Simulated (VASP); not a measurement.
Runs of VASP 6.6.1 on BeTe. The structure is that of space group Fm-3m (No. 225), or close to it. The cells are those of the table. 

```csv
task,level,cell,cutoff (eV),screening parameter,gap on the mesh (eV),pressure (GPa)
single point,PBE-based screened hybrid with 25 % exact exchange,"a = 3.791 Å, angles 60.0°, 2 atoms",520,0.15 1/Å,none,-1.0
single point,PBE-based screened hybrid with 25 % exact exchange,"a = 3.791 Å, angles 60.0°, 2 atoms",520,0.1 1/Å,none,-1.2
single point,PBE0,"a = 3.779 Å, angles 60.0°, 2 atoms",520,-,none,-0.4
single point,PBE0,"a = 3.791 Å, angles 60.0°, 2 atoms",520,-,none,-1.0
relaxation of cell and atoms,PBE0,"relaxed from a = 3.791 Å, angles 60.0°, 2 atoms",600,-,none,0.0
single point,PBE-based screened hybrid with 25 % exact exchange,"a = 3.791 Å, angles 60.0°, 2 atoms",520,0.2 1/Å,none,-1.0
single point,PBE-based screened hybrid with 25 % exact exchange,"a = 3.791 Å, angles 60.0°, 2 atoms",520,0.4 1/Å,none,-0.5
single point,PBE-based screened hybrid with 25 % exact exchange,"a = 3.791 Å, angles 60.0°, 2 atoms",520,0.3 1/Å,none,(a)
```

Alike in all rows: potentials or basis VASP PAW PBE potentials, release 64 (Be, Te); no spin polarisation; k mesh 5 × 5 × 5; smearing fermi-dirac 0.05 eV.

Q: Estimate the missing entries.

A: (a) -0.7.

Caveats: all runs use coarse meshes; the PAW data sets were made with another functional, which shifts forces and pressure a little; spin-orbit coupling is left out, which moves the levels of the heavy elements.

A k mesh can miss the band edges, and the runs leave out spin-orbit coupling on Te.

A gap of «none» marks levels without a gap at the run's occupations.
